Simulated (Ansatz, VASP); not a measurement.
**One calculation of C, two programs**

File INCAR:

```
SYSTEM = C
ALGO     = Normal         ! electronic algorithm
EDIFF    = 1E-6           ! SCF threshold, eV
ENCUT    = 520            ! plane-wave cutoff, eV
GGA      = PS             ! functional
ISIF     = 2              ! what is computed and relaxed
ISMEAR   = 0              ! smearing method
IVDW     = 12             ! dispersion correction
LASPH    = .True.         ! aspherical terms in the spheres
LCHARG   = .False.        ! write CHGCAR
LREAL    = .False.        ! projectors in reciprocal space
LWAVE    = .False.        ! write WAVECAR
NBANDS   = 11             ! bands
NELM     = 100            ! most SCF steps
PREC     = Accurate       ! precision mode
SIGMA    = 0.03           ! smearing width, eV
```

Contents of KPOINTS:

```
k-points
0
Gamma
  18 18 18
  0 0 0
```

POSCAR

```
C
1.0
    0.0000000000      2.0377283794      3.8187705986
    1.1772617102      0.0000000000      3.8187705986
    1.1772617102      2.0377283794      0.0000000000
C
2
Direct
    0.1667066167      0.8332933833      0.1667066167
    0.8332933833      0.1667066167      0.8332933833
```

Input for Ansatz:

```yaml
crystal:
  lattice:
    - [0.0, 2.0377283794, 3.8187705986]
    - [1.1772617102, 0.0, 3.8187705986]
    - [1.1772617102, 2.0377283794, 0.0]
  atoms:
    - { symbol: C, position: [0.1667066167, 0.8332933833, 0.1667066167] }
    - { symbol: C, position: [0.8332933833, 0.1667066167, 0.8332933833] }
basis:
  ecutwfc: 520.0
kpoints:
  mp_grid: { grid: [18, 18, 18] }
hamiltonian:
  xc: pbesol
  pseudopotentials: { kind: paw, azcp: { folder: soft_1 } }
  dispersion: d3bj
scf:
  occupations: { method: gaussian, width: 0.03 }
output:
  forces: true
  stress: true
  eigenvalues: true
```

Change from the starting cell: volume 9.161 Å^3 an atom, stretch along c over the lengths across it, relative to the relaxed cell 1.1996.

Alike in both runs: task single point; functional PBEsol; dispersion D3(BJ); k mesh 18 × 18 × 18; occupations gaussian, width 0.03 eV; no spin polarisation.

|  | VASP | Ansatz |
| --- | --- | --- |
| version | VASP 6.6.1 | Ansatz 0.2.0 |
| potentials or method | VASP PAW PBE potentials, release 64 (C), cutoff 520 eV | scalar-relativistic, plane waves, PAW |
| valence electrons in the cell | 8 | 8 |

```tsv
	VASP	Ansatz	Ansatz less VASP
gap on the k mesh at the Fermi level (eV)	0.03	0.03	0.000
least direct gap on the mesh (eV)	0.06	0.06	0.000
rms of the force components (eV/Å)	0.003	0.003	+0.0001
```

VASP's potentials were made for PBE, not for PBEsol, and Ansatz warns of the same on its side. Atom by atom the forces differ by 0.000 eV/Å (rms over components).
